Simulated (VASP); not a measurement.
# Ag (P6_3/mmc) in VASP: single point with PBEsol

Aim: the single point of Ag with PBEsol.

All numbers are computed with VASP 6.6.1; they aren't measurements. Logs are shortened: lines on timing, memory, paths and dates and some standing lists are left out, and cuts for length are marked.

## (1) The cell of the first run

The structure is hexagonal, space group P6_3/mmc (No. 194). The conventional cell has a = 2.867 Å, b = 2.867 Å, c = 4.691 Å, α = 90.00°, β = 90.00°, γ = 120.00°. Ag (site symmetry -6m2) has 12 Ag at 2.87 Å within 3.8 Å.

This isn't the form of Ag at room conditions, which is fcc.

## (2) Single point, PBEsol

The input, INCAR:

```
SYSTEM = Ag
PREC = Accurate
ENCUT = 500
EDIFF = 1E-6
ISMEAR = 0
SIGMA = 0.15
LREAL = .FALSE.
LASPH = .TRUE.
NELM = 120
ALGO = Normal
ISIF = 2
LWAVE = .FALSE.
LCHARG = .FALSE.
GGA = PS
NBANDS = 30
GGA_COMPAT = .FALSE.
```

The input, KPOINTS:

```
regular mesh
0
G
  20 14 12
  0 0 0
```

The input, POSCAR:

```
Ag
1.0
   -2.8670626684      0.0000000000      0.0000000000
    0.0000000000      0.0000000000     -4.6907149289
    0.0000000000     -4.9658982101      0.0000000000
Ag
4
Direct
    0.5000000000      0.7500000000      0.1666666667
    0.0000000000      0.7500000000      0.6666666667
    0.0000000000      0.2500000000      0.3333333333
    0.5000000000      0.2500000000      0.8333333333
```

Potentials or basis: VASP PAW PBE potentials, release 64 (Ag).

Started as:

```sh
$ cat potpaw_PBE.64/Ag/POTCAR > POTCAR
$ mpirun -np 1 vasp_std > vasp.out
```

OUTCAR:

```text
SYSTEM = Ag
   PREC = Accurate
   ENCUT = 500
   EDIFF = 1E-6
   ISMEAR = 0
   LREAL = .FALSE.
   LASPH = .TRUE.
   NELM = 120
   ISIF = 2
   GGA = PS

 ion  position               nearest neighbor table
   1  0.500  0.750  0.167-   2 2.87   2 2.87   2 2.87   2 2.87   3 2.87   3 2.87   3 2.87   3 2.87
                             4 2.87   4 2.87
   2  0.000  0.750  0.667-   1 2.87   1 2.87   1 2.87   1 2.87   4 2.87   4 2.87   4 2.87   4 2.87
                             3 2.87   3 2.87
   3  0.000  0.250  0.333-   4 2.87   4 2.87   4 2.87   4 2.87   1 2.87   1 2.87   1 2.87   1 2.87
                             2 2.87   2 2.87
   4  0.500  0.250  0.833-   3 2.87   3 2.87   3 2.87   3 2.87   2 2.87   2 2.87   2 2.87   2 2.87
                             1 2.87   1 2.87

  LATTYP: Found a simple orthorhombic cell.
 ALAT       =     2.8670626684
 B/A-ratio  =     1.6360698985
 C/A-ratio  =     1.7320508076

  Lattice vectors:

 A1 = (  -2.8670626684,   0.0000000000,   0.0000000000)
 A2 = (   0.0000000000,   0.0000000000,  -4.6907149289)
 A3 = (   0.0000000000,  -4.9658982101,   0.0000000000)

Analysis of symmetry for initial positions (statically):
=====================================================================
 Subroutine PRICEL returns following result:

  LATTYP: Found a hexagonal cell.
 ALAT       =     2.8670626684
 C/A-ratio  =     1.6360698985

  Lattice vectors:

 A1 = (  -1.4335313342,  -2.4829491050,   0.0000000000)
 A2 = (  -1.4335313342,   2.4829491050,   0.0000000000)
 A3 = (   0.0000000000,   0.0000000000,  -4.6907149289)

   2 primitive cells build up your supercell.

 Routine SETGRP: Setting up the symmetry group for a
 simple orthorhombic supercell.

 Subroutine GETGRP returns: Found  8 space group operations
 (whereof  4 operations were pure point group operations)
 out of a pool of  8 trial point group operations.

The static configuration has the point symmetry C_2h.
 The point group associated with its full space group is D_2h.

Analysis of symmetry for dynamics (positions and initial velocities):
=====================================================================
 Subroutine PRICEL returns following result:

  LATTYP: Found a hexagonal cell.
 ALAT       =     2.8670626684
 C/A-ratio  =     1.6360698985

  Lattice vectors:

 A1 = (  -1.4335313342,  -2.4829491050,   0.0000000000)
 A2 = (  -1.4335313342,   2.4829491050,   0.0000000000)
 A3 = (   0.0000000000,   0.0000000000,  -4.6907149289)

   2 primitive cells build up your supercell.

 Routine SETGRP: Setting up the symmetry group for a
 simple orthorhombic supercell.

 Subroutine GETGRP returns: Found  8 space group operations
 (whereof  4 operations were pure point group operations)
 out of a pool of  8 trial point group operations.

The dynamic configuration has the point symmetry C_2h.
 The point group associated with its full space group is D_2h.

 Subroutine INISYM returns: Found  8 space group operations
 (whereof  4 operations are pure point group operations),
 and found     2 'primitive' translations

----------------------------------------------------------------------------------------

                                     Primitive cell

  volume of cell :      33.3921

  direct lattice vectors                    reciprocal lattice vectors
    -1.433531334 -2.482949105  0.000000000    -0.348789028 -0.201373439  0.000000000
    -1.433531334  2.482949105  0.000000000    -0.348789028  0.201373439  0.000000000
     0.000000000  0.000000000 -4.690714929     0.000000000  0.000000000 -0.213187119

  length of vectors
     2.867062668  2.867062668  4.690714929     0.402746878  0.402746878  0.213187119

  position of ions in fractional coordinates (direct lattice)
     0.666666667  0.333333333  0.750000000
     0.333333333  0.666666667  0.250000000

  ion indices of the primitive-cell ions
   primitive index   ion index
                 1           1
                 2           4

----------------------------------------------------------------------------------------

 KPOINTS: regular mesh

Automatic generation of k-mesh.
 Grid dimensions read from file:
 generate k-points for:   20   14   12

 Generating k-lattice:

  Cartesian coordinates                     Fractional coordinates (reciprocal lattice)
    -0.017439451  0.000000000  0.000000000     0.050000000  0.000000000  0.000000000
     0.000000000  0.000000000 -0.015227651     0.000000000  0.071428571  0.000000000
     0.000000000 -0.016781120  0.000000000     0.000000000  0.000000000  0.083333333

  Length of vectors
     0.017439451  0.015227651  0.016781120

  Shift w.r.t. Gamma in fractional coordinates (k-lattice)
     0.000000000  0.000000000  0.000000000

 Subroutine IBZKPT returns following result:
 ===========================================

 Found    616 irreducible k-points:

 Following reciprocal coordinates:
            Coordinates               Weight
  0.000000  0.000000  0.000000      1.000000
  0.050000  0.000000  0.000000      2.000000
  0.100000  0.000000  0.000000      2.000000
  0.150000  0.000000  0.000000      2.000000
  0.200000  0.000000  0.000000      2.000000
  0.250000  0.000000  0.000000      2.000000
[... 16 lines left out ...]
  0.000000  0.142857  0.000000      2.000000
  0.050000  0.142857  0.000000      4.000000
 [... further k-points ...]
   k-points           NKPTS =    616   k-points in BZ     NKDIM =    616   number of bands    NBANDS=     30
   number of dos      NEDOS =    301   number of ions     NIONS =      4
   total plane-waves  NPLWV =  31104
   dimension x,y,z NGX =    24 NGY =   36 NGZ =   36
   dimension x,y,z NGXF=    48 NGYF=   72 NGZF=   72
   ions per type =               4
   NGX,Y,Z   is equivalent  to a cutoff of  13.92, 12.76, 12.05 a.u.
   NGXF,Y,Z  is equivalent  to a cutoff of  27.83, 25.52, 24.10 a.u.
 SYSTEM =  Ag
   PREC   = accura    normal or accurate (medium, high low for compatibility)
   ISTART =      0    job   : 0-new  1-cont  2-samecut
   ICHARG =      2    charge: 1-file 2-atom 10-const
   ISPIN  =      1    spin polarized calculation?
   LNONCOLLINEAR =      F non collinear calculations
   LSORBIT =      F    spin-orbit coupling
   LASPH  =      T    aspherical Exc in radial PAW
   ENCUT  =  500.0 eV  36.75 Ry    6.06 a.u.   5.23  8.55  9.05*2*pi/ulx,y,z
   NELM   =    120;   NELMIN=  2; NELMDL= -5     # of ELM steps
   EDIFF  = 0.1E-05   stopping-criterion for ELM
   LREAL  =      F    real-space projection
   EDIFFG = 0.1E-04   stopping-criterion for IOM
   NSW    =      0    number of steps for IOM
   IBRION =     -1    ionic relax: 0-MD 1-quasi-New 2-CG
   NFREE  =      0    steps in history (QN), initial steepest desc. (CG)
   ISIF   =      2    stress and relaxation
   ISYM   =      2    0-nonsym 1-usesym 2-fastsym
   POTIM  = 0.5000    time-step for ionic-motion
   TEBEG  =    0.0;   TEEND  =   0.0 temperature during run
   PSTRESS=    0.0 pullay stress
   NELECT =      44.0000    total number of electrons
   NUPDOWN=      -1.0000    fix difference up-down
   EMIN   =  10.00;   EMAX   =-10.00  energy-range for DOS
   EFERMI =   0.00;   METHOD = LEGACY
   ISMEAR =     0;   SIGMA  =   0.15  broadening in eV -4-tet -1-fermi 0-gaus
   EFERMI_NEDOS =   21; number of points for ismear=-14 and -15
   IALGO  =     38    algorithm
   IMIX   =      4    mixing-type and parameters
     AMIX     =   0.40;   BMIX     =  1.00
     AMIX_MAG =   1.60;   BMIX_MAG =  1.00
  volume/ion in A,a.u.               =      16.70       112.67
  Fermi-wavevector in a.u.,A,eV,Ry     =   1.424517  2.691947 27.609614  2.029249
  Thomas-Fermi vector in A             =   2.545000
   LORBIT       =      0    0 simple, 1 ext, 2 COOP (PROOUT), +10 PAW based schemes
   GGA     = PS    functional components
   LHFCALC =     F    Hartree Fock is set to
   AEXX    =    0.0000 exact exchange contribution
   IVDW    =     0    specifies the selected vdW correction
   LEPSILON=     F    determine dielectric tensor
   LRPA    =     F    only Hartree local field effects (RPA)
 non-spin polarized calculation
 Gauss-broadening in eV      SIGMA  =   0.15
  energy-cutoff  :      500.00
  volume of cell :       66.78
 maximum number of plane-waves:      1720
 NGX is ok and might be reduce to    24
   NGX = 11   NGY = 17   NGZ = 19

 number of electron      44.0000014 magnetization

 Free energy of the ion-electron system (eV)
  ---------------------------------------------------
  ext. energy  EPLUGINS =         0.00000000
  ---------------------------------------------------
  free energy    TOTEN  =       -13.22118174 eV

  energy without entropy =      -13.20851389  energy(sigma->0) =      -13.21484781

 E-fermi :   8.5231     XC(G=0): -12.5371

 val. band max:        8.5206424536   @ k =   0.2500   0.2857   0.3333
 cond. band min:       8.5289397826   @ k =   0.3000   0.3571   0.4167
 fundamental gap:      0.0082973290
 Fermi energy:         8.5231286322

 k-point     1 :       0.0000    0.0000    0.0000
  band No.  band energies     occupation
      1       0.5391      2.00000
      2       1.9960      2.00000
      3       2.0741      2.00000
      4       2.4195      2.00000
      5       2.4384      2.00000
      6       3.6654      2.00000
[... 22 lines left out ...]
     29      19.0605      0.00000
     30      19.2581      0.00000

 k-point     2 :       0.0500    0.0000    0.0000
  band No.  band energies     occupation
      1       0.5925      2.00000
      2       2.0284      2.00000
      3       2.1112      2.00000
      4       2.4433      2.00000
      5       2.4553      2.00000
      6       3.6229      2.00000
[... 22 lines left out ...]
     29      18.8875      0.00000
     30      19.0843      0.00000

 k-point     3 :       0.1000    0.0000    0.0000
  band No.  band energies     occupation
      1       0.7502      2.00000
      2       2.1209      2.00000
      3       2.2189      2.00000
      4       2.4563      2.00000
      5       2.5562      2.00000
      6       3.5399      2.00000
[... 682 lines left out ...]
     29      19.5438      0.00000
     30      19.7830      0.00000

 k-point    24 :       0.0500    0.1429    0.0000
  band No.  band energies     occupation
      1       0.7531      2.00000
      2       2.0623      2.00000
      3       2.1548      2.00000
      4       2.1600      2.00000
      5       2.8073      2.00000
      6       3.5302      2.00000
[... 22 lines left out ...]
     29      19.3809      0.00000
     30      19.8188      0.00000

 [... further k-points ...]

------------------------ aborting loop because EDIFF is reached ----------------------------------------

  FORCE on cell =-STRESS in cart. coord.  units (eV):
  Direction    XX          YY          ZZ          XY          YZ          ZX
  --------------------------------------------------------------------------------------
  -------------------------------------------------------------------------------------
  Total       -0.1277344     -0.2097409      0.0452177      0.0000000      0.0000000      0.0000000
  in kB       -3.0643938     -5.0317583      1.0847889      0.0000000      0.0000000      0.0000000
  external PRESSURE =      -2.3371211 kB  Pullay stress =       0.0000000 kB

 VOLUME and BASIS-vectors are now :
 -----------------------------------------------------------------------------
  energy-cutoff  :      500.00
  volume of cell :       66.78
      direct lattice vectors                 reciprocal lattice vectors
    -2.867062668  0.000000000  0.000000000    -0.348789028  0.000000000  0.000000000
     0.000000000  0.000000000 -4.690714929     0.000000000  0.000000000 -0.213187119
     0.000000000 -4.965898210  0.000000000     0.000000000 -0.201373439  0.000000000

 POSITION                                       TOTAL-FORCE (eV/Angst)
 -----------------------------------------------------------------------------------
     -1.43353     -0.82765     -3.51804        -0.000000      0.002216     -0.000000
      0.00000     -3.31060     -3.51804        -0.000000      0.002216     -0.000000
      0.00000     -1.65530     -1.17268        -0.000000     -0.002216     -0.000000
     -1.43353     -4.13825     -1.17268         0.000000     -0.002216      0.000000
 -----------------------------------------------------------------------------------
    total drift:                               -0.000000     -0.000000      0.000000

  FREE ENERGIE OF THE ION-ELECTRON SYSTEM (eV)
  ---------------------------------------------------
  free  energy   TOTEN  =       -13.2211817387 eV

  energy  without entropy=      -13.2085138911  energy(sigma->0) =      -13.21484781
```

It took 9.4 min on 1 thread of AMD EPYC 7R13 (Zen 3), shared host; peak memory 0.81 GiB.

What came out:

```
Free energy            : -13.2212 eV
Pressure               : -0.2 GPa
Band gap on the k mesh : zero (bands 22 and 23 overlap by 5.11 eV)
```

Forces in eV/Å, atoms in the order of the input:
```
Ag   0.000  0.002  0.000
Ag   0.000  0.002  0.000
Ag   0.000 -0.002  0.000
Ag   0.000 -0.002  0.000
```

Caveat: the PAW data sets were made with another functional, which shifts forces and pressure a little.
